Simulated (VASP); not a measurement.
# Na (R-3m) in VASP: single point with PBEsol

Aim: the single point of Na with PBEsol.

Everything below comes from runs of VASP 6.6.1. Logs are shortened: lines on timing, memory, paths and dates and some standing lists are left out, and cuts for length are marked.

## Step 1: The cell of the first run

The structure is trigonal, space group R-3m (No. 166). The conventional cell has a = 3.229 Å, b = 3.229 Å, c = 6.255 Å, α = 90.00°, β = 90.00°, γ = 120.00°. Na (site symmetry -3m) has 12 Na at 2.80 to 3.23 Å within 3.7 Å.

## Step 2: Single point, PBEsol

Contents of INCAR:

```
ALGO = Normal
EDIFF = 1E-6
ENCUT = 500
GGA = PS
GGA_COMPAT = F
ISIF = 2
ISMEAR = -1
LASPH = T
LCHARG = T
LELF = T
LREAL = F
LVHAR = T
LWAVE = F
NBANDS = 10
NELM = 120
PREC = Accurate
SIGMA = 0.1
```

Contents of KPOINTS:

```
k-points
0
Gamma
  13 13 13
```

Contents of POSCAR:

```
Na
1.0
    1.6144870000      0.9321280000      2.0848340000
   -1.6144870000      0.9321280000      2.0848340000
    0.0000000000     -1.8642470000      2.0848340000
Na
1
Direct
    0.0000000000      0.0000000000      0.0000000000
```

Potentials or basis: VASP PAW PBE potentials, release 64 (Na_pv).

Launch:

```sh
$ cat potpaw_PBE.64/Na_pv/POTCAR > POTCAR
$ mpirun -np 1 vasp_std > vasp.out
```

OUTCAR:

```text
EDIFF = 1E-6
   ENCUT = 500
   GGA = PS
   ISIF = 2
   ISMEAR = -1
   LASPH = T
   LREAL = F
   NELM = 120
   PREC = Accurate

 ion  position               nearest neighbor table
   1  0.000  0.000  0.000-

  LATTYP: Found a trigonal (rhomboedric) cell.
 ALAT       =     2.7967748720
 COS(alpha) =     0.3335247285

  Lattice vectors:

 A1 = (   1.6144870000,   0.9321280000,   2.0848340000)
 A2 = (  -1.6144870000,   0.9321280000,   2.0848340000)
 A3 = (   0.0000000000,  -1.8642470000,   2.0848340000)

Analysis of symmetry for initial positions (statically):
=====================================================================
 Subroutine PRICEL returns:
 Original cell was already a primitive cell.

 Routine SETGRP: Setting up the symmetry group for a
 trigonal (rhombohedral) supercell.

 Subroutine GETGRP returns: Found 12 space group operations
 (whereof 12 operations were pure point group operations)
 out of a pool of 12 trial point group operations.

The static configuration has the point symmetry D_3d.

Analysis of symmetry for dynamics (positions and initial velocities):
=====================================================================
 Subroutine PRICEL returns:
 Original cell was already a primitive cell.

 Routine SETGRP: Setting up the symmetry group for a
 trigonal (rhombohedral) supercell.

 Subroutine GETGRP returns: Found 12 space group operations
 (whereof 12 operations were pure point group operations)
 out of a pool of 12 trial point group operations.

The dynamic configuration has the point symmetry D_3d.

 Subroutine INISYM returns: Found 12 space group operations
 (whereof 12 operations are pure point group operations),
 and found     1 'primitive' translations

----------------------------------------------------------------------------------------

                                     Primitive cell

  volume of cell :      18.8248

  direct lattice vectors                    reciprocal lattice vectors
     1.614487000  0.932128000  2.084834000     0.309695897  0.178802914  0.159884574
    -1.614487000  0.932128000  2.084834000    -0.309695897  0.178802914  0.159884574
     0.000000000 -1.864247000  2.084834000     0.000000000 -0.357605829  0.159885346

  length of vectors
     2.796777376  2.796777376  2.796774872     0.391720702  0.391720702  0.391720886

  position of ions in fractional coordinates (direct lattice)
     0.000000000  0.000000000  0.000000000

  ion indices of the primitive-cell ions
   primitive index   ion index
                 1           1

----------------------------------------------------------------------------------------

 KPOINTS: k-points

Automatic generation of k-mesh.
 Grid dimensions read from file:
 generate k-points for:   13   13   13

 Generating k-lattice:

  Cartesian coordinates                     Fractional coordinates (reciprocal lattice)
     0.023822761  0.013754070  0.012298813     0.076923077 -0.000000000 -0.000000000
    -0.023822761  0.013754070  0.012298813    -0.000000000  0.076923077 -0.000000000
     0.000000000 -0.027508141  0.012298873    -0.000000000 -0.000000000  0.076923077

  Length of vectors
     0.030132362  0.030132362  0.030132376

  Shift w.r.t. Gamma in fractional coordinates (k-lattice)
     0.000000000  0.000000000  0.000000000

 Subroutine IBZKPT returns following result:
 ===========================================

 Found    231 irreducible k-points:

 Following reciprocal coordinates:
            Coordinates               Weight
  0.000000  0.000000  0.000000      1.000000
  0.076923  0.000000 -0.000000      6.000000
  0.153846  0.000000 -0.000000      6.000000
  0.230769 -0.000000 -0.000000      6.000000
  0.307692  0.000000 -0.000000      6.000000
  0.384615  0.000000 -0.000000      6.000000
[... 16 lines left out ...]
  0.384615  0.153846 -0.000000     12.000000
  0.461538  0.153846 -0.000000     12.000000
 [... further k-points ...]
   k-points           NKPTS =    231   k-points in BZ     NKDIM =    231   number of bands    NBANDS=     10
   number of dos      NEDOS =    301   number of ions     NIONS =      1
   total plane-waves  NPLWV =   8000
   dimension x,y,z NGX =    20 NGY =   20 NGZ =   20
   dimension x,y,z NGXF=    40 NGYF=   40 NGZF=   40
   ions per type =               1
   NGX,Y,Z   is equivalent  to a cutoff of  11.89, 11.89, 11.89 a.u.
   NGXF,Y,Z  is equivalent  to a cutoff of  23.78, 23.78, 23.78 a.u.
 SYSTEM =  unknown system
   PREC   = accura    normal or accurate (medium, high low for compatibility)
   ISTART =      0    job   : 0-new  1-cont  2-samecut
   ICHARG =      2    charge: 1-file 2-atom 10-const
   ISPIN  =      1    spin polarized calculation?
   LNONCOLLINEAR =      F non collinear calculations
   LSORBIT =      F    spin-orbit coupling
   LASPH  =      T    aspherical Exc in radial PAW
   ENCUT  =  500.0 eV  36.75 Ry    6.06 a.u.   5.10  5.10  5.10*2*pi/ulx,y,z
   NELM   =    120;   NELMIN=  2; NELMDL= -5     # of ELM steps
   EDIFF  = 0.1E-05   stopping-criterion for ELM
   LREAL  =      F    real-space projection
   EDIFFG = 0.1E-04   stopping-criterion for IOM
   NSW    =      0    number of steps for IOM
   IBRION =     -1    ionic relax: 0-MD 1-quasi-New 2-CG
   NFREE  =      0    steps in history (QN), initial steepest desc. (CG)
   ISIF   =      2    stress and relaxation
   ISYM   =      2    0-nonsym 1-usesym 2-fastsym
   POTIM  = 0.5000    time-step for ionic-motion
   TEBEG  =    0.0;   TEEND  =   0.0 temperature during run
   PSTRESS=    0.0 pullay stress
   NELECT =       7.0000    total number of electrons
   NUPDOWN=      -1.0000    fix difference up-down
   EMIN   =  10.00;   EMAX   =-10.00  energy-range for DOS
   EFERMI =   0.00;   METHOD = LEGACY
   ISMEAR =    -1;   SIGMA  =   0.10  broadening in eV -4-tet -1-fermi 0-gaus
   EFERMI_NEDOS =   21; number of points for ismear=-14 and -15
   IALGO  =     38    algorithm
   IMIX   =      4    mixing-type and parameters
     AMIX     =   0.40;   BMIX     =  1.00
     AMIX_MAG =   1.60;   BMIX_MAG =  1.00
  volume/ion in A,a.u.               =      18.82       127.04
  Fermi-wavevector in a.u.,A,eV,Ry     =   1.177236  2.224654 18.856119  1.385886
  Thomas-Fermi vector in A             =   2.313587
   LORBIT       =      0    0 simple, 1 ext, 2 COOP (PROOUT), +10 PAW based schemes
   GGA     = PS    functional components
   LHFCALC =     F    Hartree Fock is set to
   AEXX    =    0.0000 exact exchange contribution
   IVDW    =     0    specifies the selected vdW correction
   LEPSILON=     F    determine dielectric tensor
   LRPA    =     F    only Hartree local field effects (RPA)
 non-spin polarized calculation
  energy-cutoff  :      500.00
  volume of cell :       18.82
 maximum number of plane-waves:       491
   NGX = 11   NGY = 11   NGZ = 11

 number of electron       6.9999993 magnetization

 Free energy of the ion-electron system (eV)
  ---------------------------------------------------
  ext. energy  EPLUGINS =         0.00000000
  ---------------------------------------------------
  free energy    TOTEN  =        -0.78615498 eV

  energy without entropy =       -0.77650231  energy(sigma->0) =       -0.78132865

 E-fermi :   3.2051     XC(G=0):  -8.6310

 val. band max:        3.0790371907   @ k =  -0.3077  -0.3846   0.0769
 cond. band min:       3.2116026780   @ k =   0.3846   0.3846   0.0000
 fundamental gap:      0.1325654873
 Fermi energy:         3.2051216377

 k-point     1 :       0.0000    0.0000    0.0000
  band No.  band energies     occupation
      1     -21.6370      2.00000
      2     -21.6370      2.00000
      3     -21.6041      2.00000
      4      -1.8525      2.00000
      5      16.8241      0.00000
      6      16.8241      0.00000
      7      19.5378      0.00000
      8      21.0578      0.00000
      9      21.0578      0.00000
     10      22.5202      0.00000

 k-point     2 :       0.0769    0.0000   -0.0000
  band No.  band energies     occupation
      1     -21.6531      2.00000
      2     -21.6368      2.00000
      3     -21.6094      2.00000
      4      -1.7043      2.00000
      5      15.4578      0.00000
      6      16.8145      0.00000
      7      20.1447      0.00000
      8      20.7248      0.00000
      9      21.2033      0.00000
     10      23.9035      0.00000

 k-point     3 :       0.1538    0.0000   -0.0000
  band No.  band energies     occupation
      1     -21.7060      2.00000
      2     -21.6364      2.00000
      3     -21.6152      2.00000
      4      -1.2649      2.00000
      5      13.1787      0.00000
      6      16.7943      0.00000
      7      19.7158      0.00000
      8      21.5830      0.00000
      9      21.7852      0.00000
     10      25.0950      0.00000

 k-point     4 :       0.2308   -0.0000   -0.0000
  band No.  band energies     occupation
      1     -21.7837      2.00000
      2     -21.6357      2.00000
      3     -21.6193      2.00000
      4      -0.5492      2.00000
      5      10.8672      0.00000
      6      16.7800      0.00000
      7      19.4122      0.00000
      8      21.9346      0.00000
      9      22.8632      0.00000
     10      23.9271      0.00000
[... 222 lines left out ...]
 k-point    22 :       0.3077    0.1538   -0.0000
  band No.  band energies     occupation
      1     -21.8429      2.00000
      2     -21.6741      2.00000
      3     -21.6338      2.00000
      4       0.4216      2.00000
      5      10.1735      0.00000
      6      15.5725      0.00000
      7      17.0188      0.00000
      8      20.1570      0.00000
      9      23.2023      0.00000
     10      24.5554      0.00000

 k-point    23 :       0.3846    0.1538   -0.0000
  band No.  band energies     occupation
      1     -21.9093      2.00000
      2     -21.6769      2.00000
      3     -21.6349      2.00000
      4       1.4893      2.00000
      5       8.0864      0.00000
      6      15.0254      0.00000
      7      17.4889      0.00000
      8      20.2030      0.00000
      9      22.9173      0.00000
     10      24.4598      0.00000

 k-point    24 :       0.4615    0.1538   -0.0000
  band No.  band energies     occupation
      1     -21.9500      2.00000
      2     -21.6834      2.00000
      3     -21.6347      2.00000
      4       2.7481      1.97951
      5       6.2217      0.00000
      6      14.3388      0.00000
      7      17.9849      0.00000
      8      20.4118      0.00000
      9      22.8200      0.00000
     10      24.7026      0.00000

 [... further k-points ...]

------------------------ aborting loop because EDIFF is reached ----------------------------------------

  FORCE on cell =-STRESS in cart. coord.  units (eV):
  Direction    XX          YY          ZZ          XY          YZ          ZX
  --------------------------------------------------------------------------------------
  -------------------------------------------------------------------------------------
  Total        1.8712386      1.8712406      2.4163357      0.0000000      0.0000035     -0.0000000
  in kB      159.2605883    159.2607578    205.6536470      0.0000000      0.0002959     -0.0000000
  external PRESSURE =     174.7249977 kB  Pullay stress =       0.0000000 kB

 VOLUME and BASIS-vectors are now :
 -----------------------------------------------------------------------------
  energy-cutoff  :      500.00
  volume of cell :       18.82
      direct lattice vectors                 reciprocal lattice vectors
     1.614487000  0.932128000  2.084834000     0.309695897  0.178802914  0.159884574
    -1.614487000  0.932128000  2.084834000    -0.309695897  0.178802914  0.159884574
     0.000000000 -1.864247000  2.084834000     0.000000000 -0.357605829  0.159885346

 POSITION                                       TOTAL-FORCE (eV/Angst)
 -----------------------------------------------------------------------------------
      0.00000      0.00000      0.00000         0.000000      0.000000      0.000000
 -----------------------------------------------------------------------------------
    total drift:                               -0.000000      0.000000      0.000000

  FREE ENERGIE OF THE ION-ELECTRON SYSTEM (eV)
  ---------------------------------------------------
  free  energy   TOTEN  =        -0.7861549845 eV

  energy  without entropy=       -0.7765023145  energy(sigma->0) =       -0.78132865
```

Wall time 24 s (1 thread of Intel Xeon 8259CL, shared host); peak memory 0.14 GiB.

What came out:

* Free energy: -0.7862 eV
* Pressure: 17.5 GPa
* Band gap on the k mesh: zero (an odd number of electrons rules out a gap without spin polarisation)

Stress tensor (GPa, compression positive):
```
15.93  0.00  0.00
 0.00 15.93  0.00
 0.00  0.00 20.57
```

Levels at points of the mesh, in eV from the Fermi level:
```tsv
k point	band 1	band 2	band 3	band 4	band 5	band 6	band 7	band 8
(0.00, 0.00, 0.00)	-24.84	-24.84	-24.81	-5.06	13.62	13.62	16.33	17.85
```

Caveat: the cell stands under pressure; the PAW data sets were made with another functional, which shifts forces and pressure a little.
